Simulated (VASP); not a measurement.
# SiAu3 (Fm-3m) in VASP: notebook, part 2 of 2

VASP 6.6.1. The steps go on from the part before.

### Step 4. Single point, r2SCAN

This run uses another cell than the first one, of 17.38 Å³/atom.

Input file POSCAR:

```
SiAu3
1.0
    0.0000000000      3.2636814295      3.2636814295
    3.2636814295      0.0000000000      3.2636814295
    3.2636814295      3.2636814295      0.0000000000
Si Au
1 3
Direct
    0.0000000000      0.0000000000      0.0000000000
    0.2500000000      0.2500000000      0.2500000000
    0.7500000000      0.7500000000      0.7500000000
    0.5000000000      0.5000000000      0.5000000000
```

Input file INCAR.step1:

```
PREC     = Accurate       # precision mode
ENCUT    = 520            # plane-wave cutoff, eV
ISMEAR   = 1              # smearing method
SIGMA    = 0.2            # smearing width, eV
LREAL    = False          # projectors in reciprocal space
LASPH    = True           # aspherical terms in the spheres
NELM     = 80             # most SCF steps
NBANDS   = 26             # bands
GGA      = PE             # functional
ALGO     = Normal         # electronic algorithm
EDIFF    = 1E-4           # SCF threshold, eV
LWAVE    = True           # write WAVECAR
LCHARG   = False          # write CHGCAR
```

Input file INCAR.step2:

```
PREC     = Accurate       # precision mode
ENCUT    = 520            # plane-wave cutoff, eV
EDIFF    = 1E-6           # SCF threshold, eV
ISMEAR   = 1              # smearing method
SIGMA    = 0.2            # smearing width, eV
LREAL    = False          # projectors in reciprocal space
LASPH    = True           # aspherical terms in the spheres
NELM     = 80             # most SCF steps
ALGO     = Normal         # electronic algorithm
ISIF     = 2              # what is computed and relaxed
LWAVE    = False          # write WAVECAR
LCHARG   = False          # write CHGCAR
METAGGA  = R2SCAN         # meta-GGA
LMIXTAU  = True         
NBANDS   = 26             # bands
ISTART   = 1
```

Input file KPOINTS:

```
Automatic mesh
0
Gamma
  6 6 6
```

Potentials or basis: VASP PAW PBE potentials, release 64 (Si, Au).

Run with:

```sh
$ cat potpaw_PBE.64/Si/POTCAR potpaw_PBE.64/Au/POTCAR > POTCAR
$ cp INCAR.step1 INCAR
$ mpirun -np 1 vasp_std > vasp.out
$ cp INCAR.step2 INCAR
$ mpirun -np 1 vasp_std > vasp.out
```

OUTCAR:

```text
PREC = Accurate
   ENCUT = 520
   EDIFF = 1E-6
   ISMEAR = 1
   LREAL = False
   LASPH = True
   NELM = 80
   ISIF = 2
   METAGGA = R2SCAN
   ISTART = 1

 ion  position               nearest neighbor table
   1  0.000  0.000  0.000-   3 2.83   3 2.83   3 2.83   2 2.83   3 2.83   2 2.83   2 2.83   2 2.83
                             4 3.26   4 3.26   4 3.26   4 3.26   4 3.26   4 3.26
   2  0.250  0.250  0.250-   1 2.83   1 2.83   1 2.83   1 2.83   4 2.83   4 2.83   4 2.83   4 2.83
                             3 3.26   3 3.26   3 3.26   3 3.26   3 3.26   3 3.26
   3  0.750  0.750  0.750-   4 2.83   4 2.83   4 2.83   1 2.83   4 2.83   1 2.83   1 2.83   1 2.83
                             2 3.26   2 3.26   2 3.26   2 3.26   2 3.26   2 3.26
   4  0.500  0.500  0.500-   2 2.83   2 2.83   2 2.83   2 2.83   3 2.83   3 2.83   3 2.83   3 2.83
                             1 3.26   1 3.26   1 3.26   1 3.26   1 3.26   1 3.26

  LATTYP: Found a face centered cubic cell.
 ALAT       =     6.5273628590

  Lattice vectors:

 A1 = (   0.0000000000,   3.2636814295,   3.2636814295)
 A2 = (   3.2636814295,   0.0000000000,   3.2636814295)
 A3 = (   3.2636814295,   3.2636814295,   0.0000000000)

Analysis of symmetry for initial positions (statically):
=====================================================================
 Subroutine PRICEL returns:
 Original cell was already a primitive cell.

 Routine SETGRP: Setting up the symmetry group for a
 face centered cubic supercell.

 Subroutine GETGRP returns: Found 48 space group operations
 (whereof 48 operations were pure point group operations)
 out of a pool of 48 trial point group operations.

The static configuration has the point symmetry O_h .

Analysis of symmetry for dynamics (positions and initial velocities):
=====================================================================
 Subroutine PRICEL returns:
 Original cell was already a primitive cell.

 Routine SETGRP: Setting up the symmetry group for a
[... 119 lines left out ...]
   IMIX   =      4    mixing-type and parameters
     AMIX     =   0.40;   BMIX     =  1.00
     AMIX_MAG =   1.60;   BMIX_MAG =  1.00
  volume/ion in A,a.u.               =      17.38       117.30
  Fermi-wavevector in a.u.,A,eV,Ry     =   1.326654  2.507012 23.946399  1.760011
  Thomas-Fermi vector in A             =   2.456025
   LORBIT       =      0    0 simple, 1 ext, 2 COOP (PROOUT), +10 PAW based schemes
   METAGGA = R2SCAN    functional components
   LHFCALC =     F    Hartree Fock is set to
   AEXX    =    0.0000 exact exchange contribution
   IVDW    =     0    specifies the selected vdW correction
   LEPSILON=     F    determine dielectric tensor
   LRPA    =     F    only Hartree local field effects (RPA)
 non-spin polarized calculation
 Methfessel and Paxton  Order N= 1 SIGMA  =   0.20
  energy-cutoff  :      520.00
  volume of cell :       69.53
 maximum number of plane-waves:      1895
 NGX is ok and might be reduce to    36
   NGX = 17   NGY = 17   NGZ = 17

 number of electron      37.0000003 magnetization

 Free energy of the ion-electron system (eV)
  ---------------------------------------------------
  ext. energy  EPLUGINS =         0.00000000
  ---------------------------------------------------
  free energy    TOTEN  =      -159.56511722 eV

  energy without entropy =     -159.56446877  energy(sigma->0) =     -159.56490107

 E-fermi :   9.4648     XC(G=0): -12.9375

 val. band max:        9.4104095730   @ k =   0.5000   0.1667   0.0000
 cond. band min:       9.5427089390   @ k =   0.3333   0.3333   0.0000
 fundamental gap:      0.1322993660
 Fermi energy:         9.4647874036

 k-point     1 :       0.0000    0.0000    0.0000
  band No.  band energies     occupation
      1      -2.4995      2.00000
      2       2.3585      2.00000
      3       2.3585      2.00000
      4       2.5618      2.00000
      5       2.5618      2.00000
      6       2.5618      2.00000
[... 453 lines left out ...]
     25      17.9215      0.00000
     26      18.5195      0.00000

------------------------ aborting loop because EDIFF is reached ----------------------------------------

  FORCE on cell =-STRESS in cart. coord.  units (eV):
  Direction    XX          YY          ZZ          XY          YZ          ZX
  --------------------------------------------------------------------------------------
  -------------------------------------------------------------------------------------
  Total       -0.5069769     -0.5069769     -0.5069769     -0.0000000     -0.0000000      0.0000000
  in kB      -11.6827609    -11.6827609    -11.6827609     -0.0000000     -0.0000000      0.0000000
  external PRESSURE =     -11.6827609 kB  Pullay stress =       0.0000000 kB

 VOLUME and BASIS-vectors are now :
 -----------------------------------------------------------------------------
  energy-cutoff  :      520.00
  volume of cell :       69.53
      direct lattice vectors                 reciprocal lattice vectors
     0.000000000  3.263681430  3.263681430    -0.153201227  0.153201227  0.153201227
     3.263681430  0.000000000  3.263681430     0.153201227 -0.153201227  0.153201227
     3.263681430  3.263681430  0.000000000     0.153201227  0.153201227 -0.153201227

 POSITION                                       TOTAL-FORCE (eV/Angst)
 -----------------------------------------------------------------------------------
      0.00000      0.00000      0.00000        -0.000000     -0.000000      0.000000
      1.63184      1.63184      1.63184        -0.000000     -0.000000     -0.000000
      4.89552      4.89552      4.89552         0.000000      0.000000      0.000000
      3.26368      3.26368      3.26368        -0.000000     -0.000000      0.000000
 -----------------------------------------------------------------------------------
    total drift:                                0.000000      0.000000      0.000000

  FREE ENERGIE OF THE ION-ELECTRON SYSTEM (eV)
  ---------------------------------------------------
  free  energy   TOTEN  =      -159.5651172239 eV

  energy  without entropy=     -159.5644687656  energy(sigma->0) =     -159.56490107
```

Wall time 89 s (1 thread of Intel Xeon Platinum 8259CL at 2.50GHz (Skylake/Cascade Lake), shared host); peak memory 0.22 GiB.

What came out:

| Property | Result |
| --- | --- |
| Free energy | -159.5651 eV |
| Pressure | -1.2 GPa |
| Band gap on the k mesh | zero (an odd number of electrons rules out a gap without spin polarisation) |

Caveat: the PAW data sets were made with another functional, which shifts forces and pressure a little; spin-orbit coupling is left out, which moves the levels of the heavy elements.

### Step 5. Overview

```tsv
cell	gap on the mesh (eV)	pressure (GPa)
a = 4.552 Å, angles 60.0°, 4 atoms	none	4.7
a = 4.584 Å, angles 60.0°, 4 atoms	none	1.6
a = 4.616 Å, angles 60.0°, 4 atoms	none	-1.2
```

Alike in all rows: task single point; level r2SCAN; potentials or basis VASP PAW PBE potentials, release 64 (Si, Au); no spin polarisation; k mesh 6 × 6 × 6; cutoff (eV) 520; smearing methfessel-paxton 0.2 eV.

Caveats: the PAW data sets were made with another functional, which shifts forces and pressure a little; spin-orbit coupling is left out, which moves the levels of the heavy elements; the cell stands under pressure (at least some runs).

Absolute energies hang on the potentials; compare differences alone.
